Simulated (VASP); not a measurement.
HfH, 4 atoms in the cell. Symmetry: P6_3/mmc, No. 194, hexagonal system. Conventional cell: a = 3.205 Å, b = 3.205 Å, c = 5.321 Å, α = 90.00°, β = 90.00°, γ = 120.00°. Within 3.0 Å of Hf (site symmetry -6m2) lie 6 H at 2.28 Å. H (site symmetry -3m) has 6 Hf at 2.28 Å and 2 H at 2.66 Å within 3.0 Å. 

- Program: VASP 6.6.1
- Task: single point
- Functional: PBE
- Potentials or basis: VASP PAW PBE potentials, release 64 (Hf_pv, H)
- Cutoff: 520 eV
- k mesh: 6 × 6 × 4
- Occupations: gaussian, width 0.1 eV
- Spin: no spin polarisation
- Dipole correction: no
- Further INCAR settings: ALGO = Normal; EDIFF = 1e-07; NBANDS = 19

Potentials or basis: VASP PAW PBE potentials, release 64 (Hf_pv, H).

Launch:

```sh
$ cat potpaw_PBE.64/Hf_pv/POTCAR potpaw_PBE.64/H/POTCAR > POTCAR
$ mpirun -np 1 vasp_std > vasp.out
```

Hardware: 1 thread of Intel(R) Xeon(R) Platinum 8559C (Emerald Rapids) (shared host).

Question: Estimate the wall time of this run.

Answer: It took 10 s on 1 thread of Intel(R) Xeon(R) Platinum 8559C (Emerald Rapids), on a shared host, peak memory 0.16 GiB. Counts: scf iterations 14, k points 21.
